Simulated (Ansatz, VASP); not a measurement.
## TaC in VASP and in Ansatz

```xyz
2
Lattice="0.0000 2.2198 2.2198 2.2198 0.0000 2.2198 2.2198 2.2198 0.0000" Properties=species:S:1:pos:R:3 pbc="T T T"
Ta    0.0000    0.0000    0.0000
C     2.2198    2.2198    2.2198
```

Alike in both runs: functional PBEsol; k mesh 16 × 16 × 16; occupations gaussian, width 0.1 eV; no spin polarisation.

Ansatz relaxed the structure, and its values are those at the end. VASP's run is a single point on that final structure, the one shown.

|  | VASP | Ansatz |
| --- | --- | --- |
| version | VASP 6.6.1 | Ansatz 0.2.0 |
| potentials or method | VASP PAW PBE potentials, release 64 (Ta_pv, C), cutoff 520 eV | scalar-relativistic, plane waves, PAW |
| valence electrons in the cell | 15 | 17 |

Ansatz gave:

- gap on the k mesh at the Fermi level (eV): none
- pressure (GPa): 0.0

Question: Which values does VASP return?

Answer: gap on the k mesh at the Fermi level (eV): none; pressure (GPa): 0.9.

VASP's potentials were made for PBE, not for PBEsol. A gap of «none» marks a metal or a gap that the smearing closes. VASP's potentials hold 15 valence electrons a cell and Ansatz's 17, so a difference there can come from the potentials and not from the codes.

Spin-orbit coupling is off throughout.
